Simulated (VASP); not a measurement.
# SrGa3 (Pm-3m) in VASP: a series of runs

Runs on SrGa3. Level: PBE. Tasks: single point.

Program: VASP 6.6.1. These are calculated values, not measurements. Logs are shortened: lines on timing, memory, paths and dates and some standing lists are left out, and cuts for length are marked.

**1. The cell of the first run**

Symmetry: Pm-3m, No. 221, cubic system. The conventional cell has a = 4.522 Å, b = 4.522 Å, c = 4.522 Å, α = 90.00°, β = 90.00°, γ = 90.00°. Within 4.2 Å of Sr (site symmetry m-3m) lie 12 Ga at 3.20 Å. Ga (site symmetry 4/mmm) has 4 Sr at 3.20 Å and 8 Ga at 3.20 Å within 4.2 Å.

**2. Single point, PBE**

Input file INCAR:

```
SYSTEM = SrGa3
PREC = Accurate
ENCUT = 520
EDIFF = 1E-7
ISMEAR = 0
SIGMA = 0.05
LREAL = .FALSE.
LASPH = .TRUE.
NELM = 80
ALGO = Normal
ISIF = 2
LWAVE = .FALSE.
LCHARG = .FALSE.
GGA = PE
NBANDS = 32
```

Input file KPOINTS:

```
regular mesh
0
G
  8 8 8
  0 0 0
```

Input file POSCAR:

```
SrGa3
1.0
    4.5223330947      0.0000000000      0.0000000000
    0.0000000000      4.5223330947      0.0000000000
    0.0000000000      0.0000000000      4.5223330947
Sr Ga
1 3
Direct
    0.0000000000      0.0000000000      0.0000000000
    0.0000000000      0.5000000000      0.5000000000
    0.5000000000      0.5000000000      0.0000000000
    0.5000000000      0.0000000000      0.5000000000
```

Potentials or basis: VASP PAW PBE potentials, release 64 (Sr_sv, Ga_d).

Launch:

```console
cat potpaw_PBE.64/Sr_sv/POTCAR potpaw_PBE.64/Ga_d/POTCAR > POTCAR
mpirun -np 1 vasp_std > vasp.out
```

OUTCAR:

```text
SYSTEM = SrGa3
   PREC = Accurate
   ENCUT = 520
   EDIFF = 1E-7
   ISMEAR = 0
   LREAL = .FALSE.
   LASPH = .TRUE.
   NELM = 80
   ISIF = 2
   GGA = PE

 ion  position               nearest neighbor table
   1  0.000  0.000  0.000-   2 3.20   3 3.20   4 3.20   2 3.20   4 3.20   2 3.20   3 3.20   2 3.20
                             3 3.20   4 3.20   4 3.20   3 3.20
   2  0.000  0.500  0.500-   1 3.20   1 3.20   1 3.20   1 3.20
   3  0.500  0.500  0.000-   1 3.20   1 3.20   1 3.20   1 3.20
   4  0.500  0.000  0.500-   1 3.20   1 3.20   1 3.20   1 3.20

  LATTYP: Found a simple cubic cell.
 ALAT       =     4.5223330947

  Lattice vectors:

 A1 = (   4.5223330947,   0.0000000000,   0.0000000000)
 A2 = (   0.0000000000,   4.5223330947,   0.0000000000)
 A3 = (   0.0000000000,   0.0000000000,   4.5223330947)

Analysis of symmetry for initial positions (statically):
=====================================================================
 Subroutine PRICEL returns:
 Original cell was already a primitive cell.

 Routine SETGRP: Setting up the symmetry group for a
 simple cubic supercell.

 Subroutine GETGRP returns: Found 48 space group operations
 (whereof 48 operations were pure point group operations)
 out of a pool of 48 trial point group operations.

The static configuration has the point symmetry O_h .

Analysis of symmetry for dynamics (positions and initial velocities):
=====================================================================
 Subroutine PRICEL returns:
 Original cell was already a primitive cell.

 Routine SETGRP: Setting up the symmetry group for a
 simple cubic supercell.

 Subroutine GETGRP returns: Found 48 space group operations
 (whereof 48 operations were pure point group operations)
 out of a pool of 48 trial point group operations.

The dynamic configuration has the point symmetry O_h .

 Subroutine INISYM returns: Found 48 space group operations
 (whereof 48 operations are pure point group operations),
 and found     1 'primitive' translations

----------------------------------------------------------------------------------------

                                     Primitive cell

  volume of cell :      92.4885

  direct lattice vectors                    reciprocal lattice vectors
     4.522333095  0.000000000  0.000000000     0.221124800  0.000000000  0.000000000
     0.000000000  4.522333095  0.000000000     0.000000000  0.221124800  0.000000000
     0.000000000  0.000000000  4.522333095     0.000000000  0.000000000  0.221124800
[... 89 lines left out ...]
   LREAL  =      F    real-space projection
   EDIFFG = 0.1E-05   stopping-criterion for IOM
   NSW    =      0    number of steps for IOM
   IBRION =     -1    ionic relax: 0-MD 1-quasi-New 2-CG
   NFREE  =      0    steps in history (QN), initial steepest desc. (CG)
   ISIF   =      2    stress and relaxation
   ISYM   =      2    0-nonsym 1-usesym 2-fastsym
   POTIM  = 0.5000    time-step for ionic-motion
   TEBEG  =    0.0;   TEEND  =   0.0 temperature during run
   PSTRESS=    0.0 pullay stress
   NELECT =      49.0000    total number of electrons
   NUPDOWN=      -1.0000    fix difference up-down
   EMIN   =  10.00;   EMAX   =-10.00  energy-range for DOS
   EFERMI =   0.00;   METHOD = LEGACY
   ISMEAR =     0;   SIGMA  =   0.05  broadening in eV -4-tet -1-fermi 0-gaus
   EFERMI_NEDOS =   21; number of points for ismear=-14 and -15
   IALGO  =     38    algorithm
   IMIX   =      4    mixing-type and parameters
     AMIX     =   0.40;   BMIX     =  1.00
     AMIX_MAG =   1.60;   BMIX_MAG =  1.00
  volume/ion in A,a.u.               =      23.12       156.04
  Fermi-wavevector in a.u.,A,eV,Ry     =   1.324680  2.503282 23.875192  1.754777
  Thomas-Fermi vector in A             =   2.454197
   LORBIT       =      0    0 simple, 1 ext, 2 COOP (PROOUT), +10 PAW based schemes
   GGA     = PE    functional components
   LHFCALC =     F    Hartree Fock is set to
   AEXX    =    0.0000 exact exchange contribution
   IVDW    =     0    specifies the selected vdW correction
   LEPSILON=     F    determine dielectric tensor
   LRPA    =     F    only Hartree local field effects (RPA)
 non-spin polarized calculation
 Gauss-broadening in eV      SIGMA  =   0.05
  energy-cutoff  :      520.00
  volume of cell :       92.49
 maximum number of plane-waves:      2517
 NGX is ok and might be reduce to    36
   NGX = 17   NGY = 17   NGZ = 17

 number of electron      49.0000043 magnetization

 Free energy of the ion-electron system (eV)
  ---------------------------------------------------
  ext. energy  EPLUGINS =         0.00000000
  ---------------------------------------------------
  free energy    TOTEN  =       -11.18416000 eV

  energy without entropy =      -11.18120949  energy(sigma->0) =      -11.18268475

 E-fermi :   4.0714     XC(G=0): -10.1754

 val. band max:        4.0663251133   @ k =   0.5000   0.3750   0.1250
 cond. band min:       4.0765512749   @ k =   0.5000   0.5000   0.1250
 fundamental gap:      0.0102261616
 Fermi energy:         4.0713994608

 k-point     1 :       0.0000    0.0000    0.0000
  band No.  band energies     occupation
      1     -30.6069      2.00000
      2     -12.7339      2.00000
      3     -12.7339      2.00000
      4     -12.7339      2.00000
      5     -10.6531      2.00000
      6     -10.6531      2.00000
[... 829 lines left out ...]
     31       9.4121      0.00000
     32      10.3290      0.00000

 [... further k-points ...]

------------------------ aborting loop because EDIFF is reached ----------------------------------------

  FORCE on cell =-STRESS in cart. coord.  units (eV):
  Direction    XX          YY          ZZ          XY          YZ          ZX
  --------------------------------------------------------------------------------------
  -------------------------------------------------------------------------------------
  Total        0.1555422      0.1555422      0.1555422      0.0000000      0.0000000      0.0000000
  in kB        2.6944568      2.6944568      2.6944568      0.0000000      0.0000000      0.0000000
  external PRESSURE =       2.6944568 kB  Pullay stress =       0.0000000 kB

 VOLUME and BASIS-vectors are now :
 -----------------------------------------------------------------------------
  energy-cutoff  :      520.00
  volume of cell :       92.49
      direct lattice vectors                 reciprocal lattice vectors
     4.522333095  0.000000000  0.000000000     0.221124800  0.000000000  0.000000000
     0.000000000  4.522333095  0.000000000     0.000000000  0.221124800  0.000000000
     0.000000000  0.000000000  4.522333095     0.000000000  0.000000000  0.221124800

 POSITION                                       TOTAL-FORCE (eV/Angst)
 -----------------------------------------------------------------------------------
      0.00000      0.00000      0.00000         0.000000      0.000000      0.000000
      0.00000      2.26117      2.26117         0.000000      0.000000      0.000000
      2.26117      2.26117      0.00000         0.000000      0.000000      0.000000
      2.26117      0.00000      2.26117         0.000000      0.000000      0.000000
 -----------------------------------------------------------------------------------
    total drift:                                0.000000      0.000000      0.000000

  FREE ENERGIE OF THE ION-ELECTRON SYSTEM (eV)
  ---------------------------------------------------
  free  energy   TOTEN  =       -11.1841599993 eV

  energy  without entropy=      -11.1812094928  energy(sigma->0) =      -11.18268475
```

OSZICAR:

```text
N       E                     dE             d eps       ncg     rms          rms(c)
DAV:   1     0.398473327436E+03    0.39847E+03   -0.23556E+04  2336   0.248E+03
DAV:   2     0.373373619544E+02   -0.36114E+03   -0.34578E+03  2336   0.560E+02
DAV:   3    -0.929046704049E+01   -0.46628E+02   -0.45843E+02  2560   0.154E+02
DAV:   4    -0.113337972559E+02   -0.20433E+01   -0.20334E+01  3544   0.305E+01
DAV:   5    -0.114026837305E+02   -0.68886E-01   -0.68826E-01  3072   0.449E+00    0.242E+01
DAV:   6    -0.112107317790E+02    0.19195E+00   -0.39634E-01  2976   0.652E+00    0.127E+01
DAV:   7    -0.111870651019E+02    0.23667E-01   -0.16357E-01  3328   0.276E+00    0.907E-01
DAV:   8    -0.111842343852E+02    0.28307E-02   -0.24907E-02  2880   0.176E+00    0.320E-01
DAV:   9    -0.111841308454E+02    0.10354E-03   -0.40524E-03  3312   0.385E-01    0.120E-01
DAV:  10    -0.111841458285E+02   -0.14983E-04   -0.34256E-04  3088   0.111E-01    0.460E-02
DAV:  11    -0.111841581362E+02   -0.12308E-04   -0.38334E-05  3224   0.330E-02    0.262E-02
DAV:  12    -0.111841608501E+02   -0.27139E-05   -0.45286E-06  2736   0.156E-02    0.139E-02
DAV:  13    -0.111841602306E+02    0.61948E-06   -0.10515E-06  2848   0.643E-03    0.290E-03
DAV:  14    -0.111841600524E+02    0.17824E-06   -0.83542E-08  1664   0.193E-03    0.324E-04
DAV:  15    -0.111841599993E+02    0.53014E-07   -0.12095E-08  1696   0.953E-04
   1 F= -.11184160E+02 E0= -.11182685E+02  d E =-.295051E-02
```

Wall time 37 s (1 thread of Intel Xeon 6975P-C (Granite Rapids), shared host); peak memory 0.25 GiB.

Results:

```
Free energy : -11.1842 eV
Pressure    : 0.3 GPa
```

**3. Single point, PBE**

This run uses another cell than the first one, of 23.22 Å³/atom, 1.004 times its volume.

Input file INCAR:

```
SYSTEM = SrGa3
ALGO     = Normal         ! electronic algorithm
EDIFF    = 1E-6           ! SCF threshold, eV
ENCUT    = 520            ! plane-wave cutoff, eV
GGA      = PE             ! functional
ISIF     = 2              ! what is computed and relaxed
ISMEAR   = 0              ! smearing method
LASPH    = .TRUE.         ! aspherical terms in the spheres
LCHARG   = .FALSE.        ! write CHGCAR
LREAL    = .FALSE.        ! projectors in reciprocal space
LWAVE    = .FALSE.        ! write WAVECAR
NBANDS   = 32             ! bands
NELM     = 100            ! most SCF steps
PREC     = Accurate       ! precision mode
SIGMA    = 0.05           ! smearing width, eV
```

Input file KPOINTS:

```
k-points
0
G
  8 8 8
  0 0 0
```

Input file POSCAR:

```
SrGa3
1.0
    4.5284779453      0.0000000000      0.0000000000
    0.0000000000      4.5284779453      0.0000000000
    0.0000000000      0.0000000000      4.5284779453
Sr Ga
1 3
Direct
    0.0000000000      0.0000000000      0.0000000000
    0.0000000000      0.5000000000      0.5000000000
    0.5000000000      0.5000000000      0.0000000000
    0.5000000000      0.0000000000      0.5000000000
```

Potentials or basis: VASP PAW PBE potentials, release 64 (Sr_sv, Ga_d).

Launch:

```console
cat potpaw_PBE.64/Sr_sv/POTCAR potpaw_PBE.64/Ga_d/POTCAR > POTCAR
mpirun -np 1 vasp_std > vasp.out
```

Run time: 30 s. Hardware: 1 thread of Intel Xeon 6975P-C (Granite Rapids), shared host; peak memory 0.25 GiB.

Results (log left out):

| Property | Result |
| --- | --- |
| Free energy | -11.1846 eV |
| Pressure | 0.1 GPa |

Levels at points of the mesh, in eV from the Fermi level:
```
           k point  band 21  band 22  band 23  band 24  band 25  band 26  band 27  band 28  band 29  band 30
(0.00, 0.00, 0.00)    -3.27    -3.27    -0.89    -0.89    -0.89     3.73     3.88     3.88     3.88     3.98
(0.50, 0.00, 0.00)    -6.54    -2.37    -0.77    -0.77    -0.19     1.84     1.84     2.42     2.69     4.31
(0.50, 0.50, 0.00)    -5.35    -5.35    -2.82     0.50     0.50     1.31     1.91     2.64     2.64     4.64
(0.50, 0.50, 0.50)    -5.22    -5.22    -3.04    -1.43    -1.43    -1.43     3.63     5.65     5.65     6.60
```

**4. Single point, PBE**

This run uses another cell than the first one, of 23.22 Å³/atom, 1.004 times its volume.

Input file INCAR:

```
  ALGO = Normal
  EDIFF = 1E-6
  ENCUT = 520
  GGA = PE
  ISIF = 2
  ISMEAR = 0
  LASPH = T
  LCHARG = F
  LREAL = F
  LWAVE = F
  NBANDS = 32
  NELM = 100
  PREC = Accurate
  SIGMA = 0.05
```

Input file KPOINTS:

```
k-points
0
Gamma
  8 8 8
```

POSCAR is that of step 3.

Launch:

```console
cat potpaw_PBE.64/Sr_sv/POTCAR potpaw_PBE.64/Ga_d/POTCAR > POTCAR
mpirun -np 1 vasp_std > vasp.out
```

Wall time 31 s (1 thread of Intel Xeon 6975P-C (Granite Rapids), shared host); peak memory 0.25 GiB.

Results (log left out):

```yaml
Free_energy: -11.1846 eV
Pressure: 0.1 GPa
```

Levels at points of the mesh, in eV from the Fermi level:
```csv
k point,band 21,band 22,band 23,band 24,band 25,band 26,band 27,band 28,band 29,band 30
"(0.00, 0.00, 0.00)",-3.27,-3.27,-0.89,-0.89,-0.89,3.73,3.88,3.88,3.88,3.98
"(0.50, 0.00, 0.00)",-6.54,-2.37,-0.77,-0.77,-0.19,1.84,1.84,2.42,2.69,4.31
"(0.50, 0.50, 0.00)",-5.35,-5.35,-2.82,0.50,0.50,1.31,1.91,2.64,2.64,4.64
"(0.50, 0.50, 0.50)",-5.22,-5.22,-3.04,-1.43,-1.43,-1.43,3.63,5.65,5.65,6.60
```

**5. Single point, PBE**

This run uses another cell than the first one, of 23.22 Å³/atom, 1.004 times its volume.

Input file INCAR:

```
SYSTEM = SrGa3
PREC = Accurate
ENCUT = 520
EDIFF = 1E-7
ISMEAR = 0
SIGMA = 0.05
LREAL = .FALSE.
LASPH = .TRUE.
NELM = 80
ALGO = Normal
ISIF = 2
LWAVE = .FALSE.
LCHARG = .FALSE.
GGA = PE
NBANDS = 32
```

Input file KPOINTS:

```
Automatic mesh
0
Gamma
  8 8 8
  0.5 0.5 0.5
```

POSCAR is that of step 4.

Potentials or basis: VASP PAW PBE potentials, release 64 (Sr_sv, Ga_d).

Launch:

```console
cat potpaw_PBE.64/Sr_sv/POTCAR potpaw_PBE.64/Ga_d/POTCAR > POTCAR
mpirun -np 1 vasp_std > vasp.out
```

OUTCAR:

```text
SYSTEM = SrGa3
   PREC = Accurate
   ENCUT = 520
   EDIFF = 1E-7
   ISMEAR = 0
   LREAL = .FALSE.
   LASPH = .TRUE.
   NELM = 80
   ISIF = 2
   GGA = PE

 ion  position               nearest neighbor table
   1  0.000  0.000  0.000-   2 3.20   3 3.20   4 3.20   2 3.20   4 3.20   2 3.20   3 3.20   2 3.20
                             3 3.20   4 3.20   4 3.20   3 3.20
   2  0.000  0.500  0.500-   1 3.20   1 3.20   1 3.20   1 3.20
   3  0.500  0.500  0.000-   1 3.20   1 3.20   1 3.20   1 3.20
   4  0.500  0.000  0.500-   1 3.20   1 3.20   1 3.20   1 3.20

  LATTYP: Found a simple cubic cell.
 ALAT       =     4.5284779453

  Lattice vectors:

 A1 = (   4.5284779453,   0.0000000000,   0.0000000000)
 A2 = (   0.0000000000,   4.5284779453,   0.0000000000)
 A3 = (   0.0000000000,   0.0000000000,   4.5284779453)

Analysis of symmetry for initial positions (statically):
=====================================================================
 Subroutine PRICEL returns:
 Original cell was already a primitive cell.

 Routine SETGRP: Setting up the symmetry group for a
 simple cubic supercell.

 Subroutine GETGRP returns: Found 48 space group operations
[... 165 lines left out ...]
 E-fermi :   4.0176     XC(G=0): -10.1571

 val. band max:        3.9935968236   @ k =   0.4375   0.4375   0.1875
 cond. band min:       4.0606362489   @ k =   0.4375   0.4375   0.0625
 fundamental gap:      0.0670394253
 Fermi energy:         4.0176466575

 k-point     1 :       0.0625    0.0625    0.0625
  band No.  band energies     occupation
      1     -30.6240      2.00000
      2     -12.7596      2.00000
      3     -12.7548      2.00000
      4     -12.7548      2.00000
      5     -10.6879      2.00000
      6     -10.6865      2.00000
[... 689 lines left out ...]
     31      10.2426      0.00000
     32      10.6549      0.00000

------------------------ aborting loop because EDIFF is reached ----------------------------------------

  FORCE on cell =-STRESS in cart. coord.  units (eV):
  Direction    XX          YY          ZZ          XY          YZ          ZX
  --------------------------------------------------------------------------------------
  -------------------------------------------------------------------------------------
  Total       -0.0034951     -0.0034951     -0.0034951      0.0000000      0.0000000      0.0000000
  in kB       -0.0602998     -0.0602998     -0.0602998      0.0000000      0.0000000      0.0000000
  external PRESSURE =      -0.0602998 kB  Pullay stress =       0.0000000 kB

 VOLUME and BASIS-vectors are now :
 -----------------------------------------------------------------------------
  energy-cutoff  :      520.00
  volume of cell :       92.87
      direct lattice vectors                 reciprocal lattice vectors
     4.528477945  0.000000000  0.000000000     0.220824748  0.000000000  0.000000000
     0.000000000  4.528477945  0.000000000     0.000000000  0.220824748  0.000000000
     0.000000000  0.000000000  4.528477945     0.000000000  0.000000000  0.220824748

 POSITION                                       TOTAL-FORCE (eV/Angst)
 -----------------------------------------------------------------------------------
      0.00000      0.00000      0.00000         0.000000      0.000000      0.000000
      0.00000      2.26424      2.26424         0.000000      0.000000      0.000000
      2.26424      2.26424      0.00000         0.000000      0.000000      0.000000
      2.26424      0.00000      2.26424         0.000000      0.000000      0.000000
 -----------------------------------------------------------------------------------
    total drift:                                0.000000      0.000000      0.000000

  FREE ENERGIE OF THE ION-ELECTRON SYSTEM (eV)
  ---------------------------------------------------
  free  energy   TOTEN  =       -11.2009332529 eV

  energy  without entropy=      -11.1983087826  energy(sigma->0) =      -11.19962102
```

Run time: 26 s. Hardware: 1 thread of Intel Xeon 6975P-C (Granite Rapids), shared host; peak memory 0.22 GiB.

Results:

```
Free energy : -11.2009 eV
Pressure    : 0.0 GPa
```

Levels at points of the mesh, in eV from the Fermi level:
| k point | band 20 | band 21 | band 22 | band 23 | band 24 | band 25 | band 26 | band 27 | band 28 | band 29 |
| --- | --- | --- | --- | --- | --- | --- | --- | --- | --- | --- |
| (0.06, 0.06, 0.06) | -8.74 | -3.42 | -3.42 | -1.10 | -0.55 | -0.55 | 2.71 | 2.71 | 3.95 | 4.00 |

**6. The runs side by side**

```tsv
cell	k mesh	gap on the mesh (eV)	pressure (GPa)
a = 4.522 Å, 4 atoms	8 × 8 × 8	none	0.3
a = 4.528 Å, 4 atoms	8 × 8 × 8	none	0.1
a = 4.528 Å, 4 atoms	8 × 8 × 8, shifted	none	0.0
```

Alike in all rows: task single point; level PBE; potentials or basis VASP PAW PBE potentials, release 64 (Sr_sv, Ga_d); no spin polarisation; cutoff (eV) 520; smearing gaussian 0.05 eV.

Total energies depend on the potentials used, so only differences within one code and one set of settings carry meaning.
